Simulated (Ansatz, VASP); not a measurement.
## Two plane-wave programs on Nb

```
Nb
1.0
     0.51554    2.40167    2.40167
     2.40167    0.51554    2.40167
     2.40167    2.40167    0.51554
Nb
1
Direct
  0.00000 0.00000 0.00000
```

Alike in both runs: task single point; functional PBEsol; k mesh 22 × 22 × 22; occupations gaussian, width 0.15 eV; no spin polarisation.

```csv
,VASP,Ansatz
version,VASP 6.6.1,Ansatz 0.2.0
potentials or method,"VASP PAW PBE potentials, release 64 (Nb_sv), cutoff 520 eV","scalar-relativistic, plane waves, PAW"
valence electrons in the cell,13,13
```

|  | VASP | Ansatz | Ansatz less VASP |
| --- | --- | --- | --- |
| gap on the k mesh at the Fermi level (eV) | none | none | - |
| pressure (GPa) | 2.4 | 2.6 | +0.21 |
| traceless stress, the component that is largest in VASP (GPa) | -14.25 | -14.21 | +0.039 |

VASP's potentials were made for PBE, not for PBEsol. A gap of «none» marks a metal or a gap that the smearing closes. The functional is the same, so the differences come from potentials, cutoffs and numerics.
